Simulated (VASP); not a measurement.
Here is a VASP 6.6.1 calculation.

File INCAR:

```
ALGO     = Normal         # electronic algorithm
EDIFF    = 1E-8           # SCF threshold, eV
ENCUT    = 520            # plane-wave cutoff, eV
IBRION   = 8              # ionic algorithm
ISIF     = 2              # what is computed and relaxed
ISMEAR   = 0              # smearing method
LASPH    = True           # aspherical terms in the spheres
LCHARG   = False          # write CHGCAR
LREAL    = False          # projectors in reciprocal space
LWAVE    = False          # write WAVECAR
NELM     = 60             # most SCF steps
NSW      = 1              # ionic steps
PREC     = Accurate       # precision mode
SIGMA    = 0.01           # smearing width, eV
```

Contents of KPOINTS:

```
k-points
0
Gamma
  6 6 6
```

The input POSCAR:

```
CdSe
1.0
    0.0000000000      3.0702710000      3.0702710000
    3.0702710000      0.0000000000      3.0702710000
    3.0702710000      3.0702710000      0.0000000000
Cd Se
1 1
Direct
    0.0000000000      0.0000000000      0.0000000000
    0.7500000000      0.7500000000      0.7500000000
```

Potentials or basis: VASP PAW LDA potentials, release 64 (Cd, Se).

Launch:

```console
$ cat potpaw_LDA.64/Cd/POTCAR potpaw_LDA.64/Se/POTCAR > POTCAR
$ mpirun -np 1 vasp_std > vasp.out
```

**Question.** Predict the highest phonon frequency at Γ, LO-TO splitting left out.

**Answer.** 158 cm⁻¹.

Phonon frequencies in cm⁻¹ (negative: imaginary):
| q point | frequencies |
| --- | --- |
| (0.000, 0.000, 0.000) | 0 0 0 158 158 158 |

Caveat: the cell wasn't relaxed at this level first, which shifts response properties.
